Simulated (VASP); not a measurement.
A run of VASP 6.6.1 is set up as follows.

The input INCAR:

```
  ALGO = Normal
  EDIFF = 1E-6
  ENCUT = 560
  GGA = CA
  GGA_COMPAT = F
  ISIF = 2
  ISMEAR = 0
  LASPH = T
  LCHARG = F
  LREAL = F
  LWAVE = F
  NBANDS = 24
  NELM = 120
  PREC = Accurate
  SIGMA = 0.15
```

The input KPOINTS:

```
k-points
0
Gamma
  18 18 10
```

POSCAR

```
Ir
1.0
    2.7052686553      0.0000000000      0.0000000000
   -1.3526343277      2.3428313795      0.0000000000
    0.0000000000      0.0000000000      4.3862420605
Ir
2
Direct
    0.6666666667      0.3333333333      0.7500000000
    0.3333333333      0.6666666667      0.2500000000
```

Potentials or basis: VASP PAW LDA potentials, release 64 (Ir_sv_GW).

The run is started by

```bash
$ cat potpaw_LDA.64/Ir_sv_GW/POTCAR > POTCAR
$ mpirun -np 1 vasp_std > vasp.out
```

Q: What does it give for the pressure?

A: -0.3 GPa.

Q: Estimate the band gap on the k mesh.

A: Zero (bands 17 and 18 overlap by 3.47 eV).

Caveat: spin-orbit coupling is left out, which moves the levels of the heavy elements.
